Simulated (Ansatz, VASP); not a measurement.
**One calculation of Pt, two programs**

The input INCAR:

```
SYSTEM = Pt
ALGO = Normal
EDIFF = 1E-6
ENCUT = 520
GGA = PE
ISIF = 2
ISMEAR = -1
LASPH = .True.
LCHARG = .False.
LREAL = .False.
LWAVE = .False.
NBANDS = 11
NELM = 60
PREC = Accurate
SIGMA = 0.03
```

File KPOINTS:

```
k-points
0
Gamma
  18 18 18
  0 0 0
```

The input POSCAR:

```
Pt
1.0
    0.0000000000      1.9447593356      1.9447593356
    1.9447593356      0.0000000000      1.9447593356
    1.9447593356      1.9447593356      0.0000000000
Pt
1
Direct
    0.0000000000      0.0000000000      0.0000000000
```

Input for Ansatz:

```yaml
crystal:
  lattice:
    - [0.0, 1.9447593356, 1.9447593356]
    - [1.9447593356, 0.0, 1.9447593356]
    - [1.9447593356, 1.9447593356, 0.0]
  atoms:
    - { symbol: Pt, position: [0.0, 0.0, 0.0] }
kpoints:
  mp_grid: { grid: [18, 18, 18] }
scf:
  occupations: { method: fermi_dirac, width: 0.03 }
hamiltonian:
  xc: pbe
  pseudopotentials: { kind: all_electron, lapw: { basis_error: 0.00025 } }
output:
  forces: true
  stress: true
  eigenvalues: true
```

Change from the starting cell: volume scaled by 0.98.

Alike in both runs: task single point; functional PBE; k mesh 18 × 18 × 18; occupations fermi-dirac, width 0.03 eV; no spin polarisation.

|  | VASP | Ansatz |
| --- | --- | --- |
| version | VASP 6.6.1 | Ansatz 0.2.0 |
| potentials or method | VASP PAW PBE potentials, release 64 (Pt), cutoff 520 eV | all-electron LAPW, scalar-relativistic |

|  | VASP | Ansatz | Ansatz less VASP |
| --- | --- | --- | --- |
| pressure (GPa) | 17.4 | 17.9 | +0.51 |

Ansatz ran all-electron here, and VASP with PAW potentials.

Neither program's run includes spin-orbit coupling.
